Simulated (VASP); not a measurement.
Set up this calculation in VASP 6.6.1, as the native input.

- Task: single point
- Functional: PBEsol
- Potentials or basis: VASP PAW PBE potentials, release 64 (Sr_sv, Ti_sv, O)
- Cutoff: 520 eV
- k mesh: 6 × 6 × 6
- Occupations: gaussian, width 0.1 eV
- Spin: no spin polarisation
- Dipole correction: no
- Further INCAR settings: ALGO = Normal; EDIFF = 1e-06; NBANDS = 28

The structure of SrTiO3 lies in POSCAR:

```
SrTiO3
1.0
    3.9127013100      0.0000000000      0.0000000000
    0.0000000000      3.9127013100      0.0000000000
    0.0000000000      0.0000000000      3.9127013100
Sr Ti O
1 1 3
Direct
    0.0000000000      0.0000000000      0.0000000000
    0.5000000000      0.5000000000      0.5000000000
    0.5000000000      0.0000000000      0.5000000000
    0.5000000000      0.5000000000      0.0000000000
    0.0000000000      0.5000000000      0.5000000000
```

One way to write it, as run:

INCAR

```
SYSTEM = SrTiO3
  ALGO = Normal
  EDIFF = 1E-6
  ENCUT = 520
  GGA = PS
  ISIF = 2
  ISMEAR = 0
  LASPH = .True.
  LCHARG = .False.
  LREAL = .False.
  LWAVE = .False.
  NBANDS = 28
  NELM = 100
  PREC = Accurate
  SIGMA = 0.1
```

KPOINTS

```
k-points
0
Gamma
  6 6 6
  0 0 0
```

Potentials or basis: VASP PAW PBE potentials, release 64 (Sr_sv, Ti_sv, O).

Launch:

```sh
$ cat potpaw_PBE.64/Sr_sv/POTCAR potpaw_PBE.64/Ti_sv/POTCAR potpaw_PBE.64/O/POTCAR > POTCAR
$ mpirun -np 1 vasp_std > vasp.out
```

It gave:

```json
{
  "Pressure": "-2.3 GPa",
  "Band gap on the k mesh": "1.79 eV, indirect (least direct gap 2.15 eV)"
}
```

Caveat: the PAW data sets were made with another functional, which shifts forces and pressure a little.

Wall time 55 s on 1 thread of Intel Xeon 8259CL (shared host), peak memory 0.19 GiB.
